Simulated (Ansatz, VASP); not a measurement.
One calculation of AsH3, two programs

```
CELL_PARAMETERS angstrom
12.55720 0.00000 0.00000
0.00000 13.05720 0.00000
0.00000 0.00000 13.55720
ATOMIC_POSITIONS crystal
As 0.52626 0.50960 0.45784
H 0.52906 0.41284 0.52176
H 0.55112 0.57664 0.54772
H 0.40638 0.52143 0.47567
```

Alike in both runs: task single point; functional RPBE; k mesh 1 × 1 × 1; occupations gaussian, width 0.005 eV; no spin polarisation.

|  | VASP | Ansatz |
| --- | --- | --- |
| version | VASP 6.6.1 | Ansatz 0.2.0 |
| potentials or method | VASP PAW PBE potentials, release 64 (As, H) | scalar-relativistic, plane waves, PAW |
| plane-wave cutoff (eV) | 400 | 420 |
| valence electrons in the cell | 8 | 18 |

Ansatz gave:

| Property | Result |
| --- | --- |
| rms of the force components (eV/Å) | 0.040 |

Task: Estimate VASP's values.

Result: rms of the force components (eV/Å): 0.103.

VASP's potentials were made for PBE, not for RPBE. Atom by atom the forces differ by 0.064 eV/Å (rms over components). The functional is the same, so the differences come from potentials, cutoffs and numerics. VASP's potentials hold 8 valence electrons a cell and Ansatz's 18, so a difference there can come from the potentials and not from the codes.
